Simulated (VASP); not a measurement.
A run of VASP 6.6.1:

Contents of INCAR:

```
SYSTEM = La
PREC = Accurate ; ENCUT = 520
EDIFF = 1E-6 ; ISMEAR = -1
SIGMA = 0.1 ; LREAL = .False.
LASPH = .True. ; NELM = 60
ALGO = Normal ; ISIF = 2
LWAVE = .False. ; LCHARG = .False.
GGA = PE ; NBANDS = 12
```

The input KPOINTS:

```
regular mesh
0
Gamma
  16 16 16
  0 0 0
```

Contents of POSCAR:

```
La
1.0
    3.4133210527      0.0000000000      0.0000000000
    0.0000000000      3.4133210527      0.0000000000
    0.0000000000      0.0000000000      3.4133210527
La
1
Direct
    0.0000000000      0.0000000000      0.0000000000
```

Potentials or basis: VASP PAW PBE potentials, release 64 (La).

Launch:

```bash
$ cat potpaw_PBE.64/La/POTCAR > POTCAR
$ mpirun -np 1 vasp_std > vasp.out
```

Hardware: 1 thread of Intel(R) Xeon(R) Platinum 8488C (Sapphire Rapids) (shared host).

Question: How long does it take, and how much memory?

Answer: Wall time 49 s on 1 thread of Intel(R) Xeon(R) Platinum 8488C (Sapphire Rapids), on a shared host, peak memory 0.23 GiB. Counts: scf iterations 13, k points 165.
